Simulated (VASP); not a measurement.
# Mn (Fd-3m) in VASP: a series of runs, part 2 of 2

VASP 6.6.1. The steps go on from the part before.

### Step 3. Single point, r2SCAN (volume scaled by 0.96)

POSCAR

```
Mn
1.0
    0.0000000000      2.4144455749      2.4144455749
    2.4144455749      0.0000000000      2.4144455749
    2.4144455749      2.4144455749      0.0000000000
Mn
2
Direct
    0.1250000000      0.1250000000      0.1250000000
    0.8750000000      0.8750000000      0.8750000000
```

INCAR.step1

```
PREC     = Accurate       # precision mode
ENCUT    = 520            # plane-wave cutoff, eV
ISMEAR   = -1             # smearing method
SIGMA    = 0.1            # smearing width, eV
LREAL    = False          # projectors in reciprocal space
LASPH    = True           # aspherical terms in the spheres
NELM     = 60             # most SCF steps
NBANDS   = 20             # bands
GGA      = PE             # functional
ALGO     = Normal         # electronic algorithm
EDIFF    = 1E-4           # SCF threshold, eV
LWAVE    = True           # write WAVECAR
LCHARG   = False          # write CHGCAR
```

INCAR.step2

```
PREC     = Accurate       # precision mode
ENCUT    = 520            # plane-wave cutoff, eV
EDIFF    = 1E-7           # SCF threshold, eV
ISMEAR   = -1             # smearing method
SIGMA    = 0.1            # smearing width, eV
LREAL    = False          # projectors in reciprocal space
LASPH    = True           # aspherical terms in the spheres
NELM     = 60             # most SCF steps
ALGO     = Normal         # electronic algorithm
ISIF     = 2              # what is computed and relaxed
LWAVE    = False          # write WAVECAR
LCHARG   = False          # write CHGCAR
METAGGA  = R2SCAN         # meta-GGA
LMIXTAU  = True         
NBANDS   = 20             # bands
ISTART   = 1
```

KPOINTS

```
Automatic mesh
0
Gamma
  13 13 13
```

Potentials or basis: VASP PAW PBE potentials, release 64 (Mn_pv).

The run is started by

```sh
> cat potpaw_PBE.64/Mn_pv/POTCAR > POTCAR
> cp INCAR.step1 INCAR
> mpirun -np 1 vasp_std > vasp.out
> cp INCAR.step2 INCAR
> mpirun -np 1 vasp_std > vasp.out
```

OUTCAR:

```text
PREC = Accurate
   ENCUT = 520
   EDIFF = 1E-7
   ISMEAR = -1
   LREAL = False
   LASPH = True
   NELM = 60
   ISIF = 2
   METAGGA = R2SCAN
   ISTART = 1

 ion  position               nearest neighbor table
   1  0.125  0.125  0.125-   2 2.09   2 2.09   2 2.09   2 2.09
   2  0.875  0.875  0.875-   1 2.09   1 2.09   1 2.09   1 2.09

  LATTYP: Found a face centered cubic cell.
 ALAT       =     4.8288911498

  Lattice vectors:

 A1 = (   0.0000000000,   2.4144455749,   2.4144455749)
 A2 = (   2.4144455749,   0.0000000000,   2.4144455749)
 A3 = (   2.4144455749,   2.4144455749,   0.0000000000)

Analysis of symmetry for initial positions (statically):
=====================================================================
 Subroutine PRICEL returns:
 Original cell was already a primitive cell.

 Routine SETGRP: Setting up the symmetry group for a
 face centered cubic supercell.

 Subroutine GETGRP returns: Found 48 space group operations
 (whereof 12 operations were pure point group operations)
 out of a pool of 48 trial point group operations.

The static configuration has the point symmetry D_3d.
 The point group associated with its full space group is O_h .

Analysis of symmetry for dynamics (positions and initial velocities):
=====================================================================
 Subroutine PRICEL returns:
 Original cell was already a primitive cell.

 Routine SETGRP: Setting up the symmetry group for a
 face centered cubic supercell.

 Subroutine GETGRP returns: Found 48 space group operations
 (whereof 12 operations were pure point group operations)
 out of a pool of 48 trial point group operations.

The dynamic configuration has the point symmetry D_3d.
 The point group associated with its full space group is O_h .

 Subroutine INISYM returns: Found 48 space group operations
 (whereof 12 operations are pure point group operations),
 and found     1 'primitive' translations

----------------------------------------------------------------------------------------

                                     Primitive cell

  volume of cell :      28.1503

  direct lattice vectors                    reciprocal lattice vectors
     0.000000000  2.414445575  2.414445575    -0.207086880  0.207086880  0.207086880
     2.414445575  0.000000000  2.414445575     0.207086880 -0.207086880  0.207086880
     2.414445575  2.414445575  0.000000000     0.207086880  0.207086880 -0.207086880

  length of vectors
     3.414541678  3.414541678  3.414541678     0.358684997  0.358684997  0.358684997

  position of ions in fractional coordinates (direct lattice)
     0.125000000  0.125000000  0.125000000
     0.875000000  0.875000000  0.875000000

  ion indices of the primitive-cell ions
   primitive index   ion index
                 1           1
                 2           2

----------------------------------------------------------------------------------------

 KPOINTS: Automatic mesh

Automatic generation of k-mesh.
 Grid dimensions read from file:
 generate k-points for:   13   13   13

 Generating k-lattice:

  Cartesian coordinates                     Fractional coordinates (reciprocal lattice)
    -0.015929760  0.015929760  0.015929760     0.076923077  0.000000000  0.000000000
     0.015929760 -0.015929760  0.015929760     0.000000000  0.076923077  0.000000000
     0.015929760  0.015929760 -0.015929760     0.000000000  0.000000000  0.076923077

  Length of vectors
     0.027591154  0.027591154  0.027591154

  Shift w.r.t. Gamma in fractional coordinates (k-lattice)
     0.000000000  0.000000000  0.000000000

 Subroutine IBZKPT returns following result:
 ===========================================

 Found     84 irreducible k-points:

 Following reciprocal coordinates:
            Coordinates               Weight
  0.000000  0.000000  0.000000      1.000000
  0.076923  0.000000  0.000000      8.000000
  0.153846  0.000000  0.000000      8.000000
  0.230769  0.000000  0.000000      8.000000
  0.307692  0.000000  0.000000      8.000000
  0.384615  0.000000  0.000000      8.000000
[... 16 lines left out ...]
  0.384615  0.153846  0.000000     24.000000
  0.461538  0.153846  0.000000     24.000000
 [... further k-points ...]
   k-points           NKPTS =     84   k-points in BZ     NKDIM =     84   number of bands    NBANDS=     20
   number of dos      NEDOS =    301   number of ions     NIONS =      2
   total plane-waves  NPLWV =  21952
   dimension x,y,z NGX =    28 NGY =   28 NGZ =   28
   dimension x,y,z NGXF=    56 NGYF=   56 NGZF=   56
   ions per type =               2
   NGX,Y,Z   is equivalent  to a cutoff of  13.63, 13.63, 13.63 a.u.
   NGXF,Y,Z  is equivalent  to a cutoff of  27.27, 27.27, 27.27 a.u.
 SYSTEM =  unknown system
   PREC   = accura    normal or accurate (medium, high low for compatibility)
   ISTART =      1    job   : 0-new  1-cont  2-samecut
   ICHARG =      0    charge: 1-file 2-atom 10-const
   ISPIN  =      1    spin polarized calculation?
   LNONCOLLINEAR =      F non collinear calculations
   LSORBIT =      F    spin-orbit coupling
   LASPH  =      T    aspherical Exc in radial PAW
   ENCUT  =  520.0 eV  38.22 Ry    6.18 a.u.   6.35  6.35  6.35*2*pi/ulx,y,z
   NELM   =     60;   NELMIN=  2; NELMDL=  0     # of ELM steps
   EDIFF  = 0.1E-06   stopping-criterion for ELM
   LREAL  =      F    real-space projection
   EDIFFG = 0.1E-05   stopping-criterion for IOM
   NSW    =      0    number of steps for IOM
   IBRION =     -1    ionic relax: 0-MD 1-quasi-New 2-CG
   NFREE  =      0    steps in history (QN), initial steepest desc. (CG)
   ISIF   =      2    stress and relaxation
   ISYM   =      2    0-nonsym 1-usesym 2-fastsym
   POTIM  = 0.5000    time-step for ionic-motion
   TEBEG  =    0.0;   TEEND  =   0.0 temperature during run
   PSTRESS=    0.0 pullay stress
   NELECT =      26.0000    total number of electrons
   NUPDOWN=      -1.0000    fix difference up-down
   EMIN   =  10.00;   EMAX   =-10.00  energy-range for DOS
   EFERMI =   0.00;   METHOD = LEGACY
   ISMEAR =    -1;   SIGMA  =   0.10  broadening in eV -4-tet -1-fermi 0-gaus
   EFERMI_NEDOS =   21; number of points for ismear=-14 and -15
   IALGO  =     38    algorithm
   IMIX   =      4    mixing-type and parameters
     AMIX     =   0.40;   BMIX     =  1.00
     AMIX_MAG =   1.60;   BMIX_MAG =  1.00
  volume/ion in A,a.u.               =      14.08        94.98
  Fermi-wavevector in a.u.,A,eV,Ry     =   1.594307  3.012803 34.583475  2.541814
  Thomas-Fermi vector in A             =   2.692402
   LORBIT       =      0    0 simple, 1 ext, 2 COOP (PROOUT), +10 PAW based schemes
   METAGGA = R2SCAN    functional components
   LHFCALC =     F    Hartree Fock is set to
   AEXX    =    0.0000 exact exchange contribution
   IVDW    =     0    specifies the selected vdW correction
   LEPSILON=     F    determine dielectric tensor
   LRPA    =     F    only Hartree local field effects (RPA)
 non-spin polarized calculation
  energy-cutoff  :      520.00
  volume of cell :       28.15
 maximum number of plane-waves:       770
 NGX is ok and might be reduce to    28
   NGX = 13   NGY = 13   NGZ = 13

 number of electron      26.0000025 magnetization

 Free energy of the ion-electron system (eV)
  ---------------------------------------------------
  ext. energy  EPLUGINS =         0.00000000
  ---------------------------------------------------
  free energy    TOTEN  =       -25.77733079 eV

  energy without entropy =      -25.72869461  energy(sigma->0) =      -25.75301270

 E-fermi :   6.8085     XC(G=0): -13.0793

 val. band max:        6.7334415680   @ k =  -0.3077   0.4615   0.2308
 cond. band min:       6.8128212148   @ k =  -0.3077   0.3077   0.0000
 fundamental gap:      0.0793796468
 Fermi energy:         6.8084537287

 k-point     1 :       0.0000    0.0000    0.0000
  band No.  band energies     occupation
      1     -42.9822      2.00000
      2     -42.9822      2.00000
      3     -42.9821      2.00000
      4     -42.0594      2.00000
      5     -42.0594      2.00000
      6     -42.0593      2.00000
[... 12 lines left out ...]
     19      22.5875      0.00000
     20      22.5875      0.00000

 k-point     2 :       0.0769    0.0000    0.0000
  band No.  band energies     occupation
      1     -42.9891      2.00000
      2     -42.9890      2.00000
      3     -42.9821      2.00000
      4     -42.0610      2.00000
      5     -42.0524      2.00000
      6     -42.0523      2.00000
[... 498 lines left out ...]
 k-point    24 :       0.4615    0.1538    0.0000
  band No.  band energies     occupation
      1     -43.1526      2.00000
      2     -43.1159      2.00000
      3     -42.8642      2.00000
      4     -42.1937      2.00000
      5     -41.9244      2.00000
      6     -41.8969      2.00000
[... 12 lines left out ...]
     19      17.1198      0.00000
     20      17.1609      0.00000

 [... further k-points ...]
[... 5 lines left out ...]
  --------------------------------------------------------------------------------------
  -------------------------------------------------------------------------------------
  Total        1.4773570      1.4773570      1.4773570      0.0000000     -0.0000000      0.0000000
  in kB       84.0840833     84.0840833     84.0840833      0.0000000     -0.0000000      0.0000000
  external PRESSURE =      84.0840833 kB  Pullay stress =       0.0000000 kB

 VOLUME and BASIS-vectors are now :
 -----------------------------------------------------------------------------
  energy-cutoff  :      520.00
  volume of cell :       28.15
      direct lattice vectors                 reciprocal lattice vectors
     0.000000000  2.414445575  2.414445575    -0.207086880  0.207086880  0.207086880
     2.414445575  0.000000000  2.414445575     0.207086880 -0.207086880  0.207086880
     2.414445575  2.414445575  0.000000000     0.207086880  0.207086880 -0.207086880

 POSITION                                       TOTAL-FORCE (eV/Angst)
 -----------------------------------------------------------------------------------
      0.60361      0.60361      0.60361        -0.000000     -0.000000     -0.000000
      4.22528      4.22528      4.22528         0.000000      0.000000      0.000000
 -----------------------------------------------------------------------------------
    total drift:                                0.000000     -0.000000     -0.000000

  FREE ENERGIE OF THE ION-ELECTRON SYSTEM (eV)
  ---------------------------------------------------
  free  energy   TOTEN  =       -25.7773307851 eV

  energy  without entropy=      -25.7286946066  energy(sigma->0) =      -25.75301270
```

It took 9.9 min on 1 thread of AMD EPYC 7R13, shared host; peak memory 0.15 GiB.

Results:

- Free energy: -25.7773 eV
- Pressure: 8.4 GPa
- Band gap on the k mesh: zero (band 13 reaches 7.29 eV, above the bottom of band 14 at 6.67 eV)

Levels at points of the mesh, in eV from the Fermi level:
```csv
k point,band 10,band 11,band 12,band 13,band 14,band 15,band 16,band 17
"(0.00, 0.00, 0.00)",-2.05,-2.05,-2.05,0.49,0.49,0.49,2.67,2.67
```

Caveat: the PAW data sets were made with another functional, which shifts forces and pressure a little; the run has no spin polarisation, though such a crystal can be magnetic. Spin polarisation is off, so any magnetic state and its effect on volume and gap are missing.
